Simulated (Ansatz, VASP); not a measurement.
# ZnSe: VASP beside Ansatz

```
Zn Se
1.0
     0.00000    2.86074    2.86074
     2.86074    0.00000    2.86074
     2.86074    2.86074    0.00000
Zn Se
1 1
Cartesian
  0.0000 0.0000 0.0000
  1.4304 1.4304 1.4304
```

Change from the starting cell: hydrostatic strain +1.0%.

Alike in both runs: task single point; functional HSE06; k mesh 6 × 6 × 6; no spin polarisation.

|  | VASP | Ansatz |
| --- | --- | --- |
| version | VASP 6.6.1 | Ansatz 0.2.0 |
| potentials or method | VASP PAW PBE potentials, release 64 (Zn, Se) | plane waves, PAW |
| plane-wave cutoff (eV) | 520 | 420 |
| occupations | gaussian, width 0.01 eV | fixed |
| valence electrons in the cell | 18 | 28 |

VASP gave:

* gap on the k mesh at the Fermi level (eV): 2.28
* pressure (GPa): -0.7

Problem. Estimate Ansatz's values.

Solution. gap on the k mesh at the Fermi level (eV): 2.29; pressure (GPa): -0.6.

VASP's potentials hold 18 valence electrons a cell and Ansatz's 28, so a difference there can come from the potentials and not from the codes. Ansatz's warnings: stress exchange threshold loose, stress scf threshold loose.
